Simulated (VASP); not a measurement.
Input of a VASP 6.6.1 run:

INCAR

```
SYSTEM = BiTe
PREC = Accurate
ENCUT = 520
EDIFF = 1E-7
ISMEAR = 0
SIGMA = 0.15
LREAL = .FALSE.
LASPH = .TRUE.
NELM = 60
ALGO = Normal
ISIF = 2
LWAVE = .FALSE.
LCHARG = .FALSE.
GGA = PE
NBANDS = 18
```

The input KPOINTS:

```
Automatic mesh
0
G
  12 12 12
  0 0 0
```

Contents of POSCAR:

```
BiTe
1.0
    2.4953890060      1.4407135143      3.3172919545
   -2.4953890060      1.4407135143      3.3172919545
    0.0000000000     -2.8814270287      3.3172919545
Bi Te
1 1
Direct
    0.5000000000      0.5000000000      0.5000000000
    0.0000000000      0.0000000000      0.0000000000
```

Potentials or basis: VASP PAW PBE potentials, release 64 (Bi_d, Te).

Run with:

```sh
$ cat potpaw_PBE.64/Bi_d/POTCAR potpaw_PBE.64/Te/POTCAR > POTCAR
$ mpirun -np 1 vasp_std > vasp.out
```

Predict the pressure.

-2.8 GPa.

Stress tensor (GPa, compression positive):
```
-3.29  0.00  0.00
 0.00 -3.29  0.00
 0.00  0.00 -1.83
```

Caveat: the cell differs from its parent crystal (strain +0.030 along x and y, +0.000 along z).
